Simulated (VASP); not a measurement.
Here is a VASP 6.6.1 calculation.

INCAR

```
SYSTEM = AlNi
  PREC = Accurate
  ENCUT = 600
  EDIFF = 1E-6
  ISMEAR = -1
  SIGMA = 0.08
  LREAL = .FALSE.
  LASPH = .TRUE.
  NELM = 60
  ALGO = Normal
  ISIF = 3
  LWAVE = .FALSE.
  LCHARG = .FALSE.
  GGA = PS
  IBRION = 2
  NSW = 60
  EDIFFG = -0.005
```

KPOINTS

```
regular mesh
0
G
  14 14 14
  0 0 0
```

Contents of POSCAR:

```
AlNi
1.0
    0.0000000000      2.4244436911      2.4244436911
    2.4244436911      0.0000000000      2.4244436911
    2.4244436911      2.4244436911      0.0000000000
Ni Al
1 1
Direct
    0.0000000000      0.0000000000      0.0000000000
    0.5000000000      0.5000000000      0.5000000000
```

Potentials or basis: VASP PAW PBE potentials, release 64 (Ni, Al).

Command:

```sh
$ cat potpaw_PBE.64/Ni/POTCAR potpaw_PBE.64/Al/POTCAR > POTCAR
$ mpirun -np 1 vasp_std > vasp.out
```

Task: Estimate the relaxed volume.

Result: 13.84 Å³/atom.

Task: Predict the relaxed cell.

Result: a = 3.396 Å, b = 3.396 Å, c = 3.396 Å, α = 60.00°, β = 60.00°, γ = 60.00°.

Task: Estimate the space group after relaxing (to 0.05 Å).

Result: Fm-3m (No. 225).

Final structure:
```
Ni Al
1.0
     0.00000    2.40114    2.40114
     2.40114    0.00000    2.40114
     2.40114    2.40114    0.00000
Ni Al
1 1
Cartesian
  0.0000 0.0000 0.0000
  2.4011 2.4011 2.4011
```

Caveat: the PAW data sets were made with another functional, which shifts forces and pressure a little. Spin polarisation is off, so any magnetic state and its effect on volume and gap are missing.
